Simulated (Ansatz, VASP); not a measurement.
## Two plane-wave programs on P

File INCAR:

```
SYSTEM = P
PREC = Accurate
ENCUT = 500
EDIFF = 1E-6
ISMEAR = 0
SIGMA = 0.15
LREAL = .False.
LASPH = .True.
NELM = 120
ALGO = Normal
ISIF = 2
LWAVE = .False.
LCHARG = .True.
GGA = PS
LELF = .True.
LVHAR = .True.
NBANDS = 8
GGA_COMPAT = .False.
```

Contents of KPOINTS:

```
Automatic mesh
0
Gamma
  12 12 12
  0 0 0
```

The input POSCAR:

```
P
1.0
    4.4010920031      0.0000000000      0.0000000000
    0.0000000000      4.4010920031      0.0000000000
    0.0000000000      0.0000000000      4.2466600000
P
1
Direct
    0.0000000000      0.0000000000      0.0000000000
```

Input for Ansatz:

```yaml
crystal:
  lattice:
    - [4.4010920031, 0.0, 0.0]
    - [0.0, 4.4010920031, 0.0]
    - [0.0, 0.0, 4.24666]
  atoms:
    - { symbol: P, position: [0.0, 0.0, 0.0] }
basis:
  ecutwfc: 420
kpoints:
  mp_grid: { grid: [12, 12, 12] }
hamiltonian:
  xc: pbesol
scf:
  occupations: { method: gaussian, width: 0.15 }
output:
  forces: true
  stress: true
  eigenvalues: true
  write_density: true
  write_potential: true
  elf: true
  volumetric_format: npy
```

Change from the starting cell: strain +0.030 along x and y, -0.030 along z, atoms carried along.

Alike in both runs: task single point; functional PBEsol; k mesh 12 × 12 × 12; occupations gaussian, width 0.15 eV; no spin polarisation.

|  | VASP | Ansatz |
| --- | --- | --- |
| version | VASP 6.6.1 | Ansatz 0.2.0 |
| potentials or method | VASP PAW PBE potentials, release 64 (P), cutoff 500 eV | scalar-relativistic, plane waves, PAW |
| valence electrons in the cell | 5 | 5 |

|  | VASP | Ansatz | Ansatz less VASP |
| --- | --- | --- | --- |
| gap on the k mesh at the Fermi level (eV) | none | none | - |
| pressure (GPa) | -3.6 | -3.6 | +0.01 |
| traceless stress, the component that is largest in VASP (GPa) | -0.39 | -0.39 | 0.000 |

VASP's potentials were made for PBE, not for PBEsol. A gap of «none» marks a metal or a gap that the smearing closes. With one functional, cell and mesh, what is left measures potentials, basis and numerics. Ansatz's warnings: xc potential rough in thin density.
